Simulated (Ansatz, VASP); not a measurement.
Pt: VASP beside Ansatz

Contents of INCAR:

```
SYSTEM = Pt
ALGO = Normal
EDIFF = 1E-7
ENCUT = 520
GGA = PS
ISIF = 2
ISMEAR = 0
LASPH = .TRUE.
LCHARG = .TRUE.
LELF = .TRUE.
LREAL = .FALSE.
LVHAR = .TRUE.
LWAVE = .FALSE.
NBANDS = 11
NELM = 100
PREC = Accurate
SIGMA = 0.1
```

KPOINTS

```
k-points
0
G
  12 12 12
  0 0 0
```

The input POSCAR:

```
Pt
1.0
    0.0000000000      1.9609000000      1.9609000000
    1.9609000000      0.0000000000      1.9609000000
    1.9609000000      1.9609000000      0.0000000000
Pt
1
Direct
    0.0000000000      0.0000000000      0.0000000000
```

The input input.yaml:

```yaml
crystal:
  lattice:
    - [0.0, 1.9609, 1.9609]
    - [1.9609, 0.0, 1.9609]
    - [1.9609, 1.9609, 0.0]
  atoms:
    - { symbol: Pt, position: [0.0, 0.0, 0.0] }
kpoints:
  mp_grid: { grid: [12, 12, 12] }
scf:
  occupations: { method: gaussian, width: 0.1 }
hamiltonian:
  xc: pbesol
  pseudopotentials: { kind: all_electron, lapw: { basis_error: 0.001 } }
output:
  forces: true
  stress: true
  eigenvalues: true
```

Alike in both runs: task single point; functional PBEsol; k mesh 12 × 12 × 12; occupations gaussian, width 0.1 eV; no spin polarisation.

|  | VASP | Ansatz |
| --- | --- | --- |
| version | VASP 6.6.1 | Ansatz 0.2.0 |
| potentials or method | VASP PAW PBE potentials, release 64 (Pt), cutoff 520 eV | all-electron LAPW, scalar-relativistic |

|  | VASP | Ansatz | Ansatz less VASP |
| --- | --- | --- | --- |
| gap on the k mesh at the Fermi level (eV) | none | none | - |
| pressure (GPa) | -1.0 | -0.7 | +0.37 |

VASP's potentials were made for PBE, not for PBEsol. A gap of «none» marks a metal or a gap that the smearing closes. Ansatz ran all-electron here, and VASP with PAW potentials.

Neither program's run includes spin-orbit coupling.
